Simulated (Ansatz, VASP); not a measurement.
LiCl in VASP and in Ansatz

The input POSCAR:

```
LiCl
1.0
    0.0000000000      2.5647600000      2.5647600000
    2.4878172000      0.0000000000      2.5647600000
    2.4878172000      2.5647600000      0.0000000000
Li Cl
1 1
Direct
    0.0000000000      0.0000000000      0.0000000000
    0.5000000000      0.5000000000      0.5000000000
```

Contents of INCAR.step1:

```
PREC     = Accurate       # precision mode
ENCUT    = 520            # plane-wave cutoff, eV
ISMEAR   = 0              # smearing method
SIGMA    = 0.05           # smearing width, eV
LREAL    = F              # projectors in reciprocal space
LASPH    = T              # aspherical terms in the spheres
NELM     = 80             # most SCF steps
NBANDS   = 12             # bands
GGA      = PE             # functional
ALGO     = Normal         # electronic algorithm
EDIFF    = 1E-4           # SCF threshold, eV
LWAVE    = T              # write WAVECAR
LCHARG   = F              # write CHGCAR
```

File INCAR.step2:

```
PREC     = Accurate       # precision mode
ENCUT    = 520            # plane-wave cutoff, eV
EDIFF    = 1E-6           # SCF threshold, eV
ISMEAR   = 0              # smearing method
SIGMA    = 0.05           # smearing width, eV
LREAL    = F              # projectors in reciprocal space
LASPH    = T              # aspherical terms in the spheres
NELM     = 80             # most SCF steps
ALGO     = Normal         # electronic algorithm
ISIF     = 2              # what is computed and relaxed
LWAVE    = F              # write WAVECAR
LCHARG   = T              # write CHGCAR
METAGGA  = R2SCAN         # meta-GGA
LMIXTAU  = T            
LELF     = T              # ELF
LVHAR    = T            
NBANDS   = 12             # bands
ISTART   = 1
```

Contents of KPOINTS:

```
regular mesh
0
Gamma
  8 8 8
```

Input for Ansatz:

```yaml
crystal:
  lattice:
    - [0.0, 2.56476, 2.56476]
    - [2.4878172, 0.0, 2.56476]
    - [2.4878172, 2.56476, 0.0]
  atoms:
    - { symbol: Li, position: [0.0, 0.0, 0.0] }
    - { symbol: Cl, position: [0.5, 0.5, 0.5] }
basis:
  ecutwfc: 500
kpoints:
  mp_grid: { grid: [8, 8, 8] }
hamiltonian:
  xc: r2scan
scf:
  occupations: { method: gaussian, width: 0.05 }
output:
  forces: true
  stress: true
  eigenvalues: true
```

Change from the starting cell: strain -0.0300 x Voigt [1, 0, 0, 0, 0, 0], atoms carried along.

Alike in both runs: task single point; functional r2SCAN; k mesh 8 × 8 × 8; occupations gaussian, width 0.05 eV; no spin polarisation.

|  | VASP | Ansatz |
| --- | --- | --- |
| version | VASP 6.6.1 | Ansatz 0.2.0 |
| potentials or method | VASP PAW PBE potentials, release 64 (Li_sv, Cl), cutoff 520 eV | scalar-relativistic, plane waves, PAW |
| valence electrons in the cell | 10 | 10 |

```tsv
	VASP	Ansatz	Ansatz less VASP
gap on the k mesh at the Fermi level (eV)	7.47	7.39	-0.077
least direct gap on the mesh (eV)	7.47	7.39	-0.077
```

VASP's potentials were made for PBE, not for r2SCAN.

Noted on VASP's run: the cutoff is short for stress, so the pressure is rough.
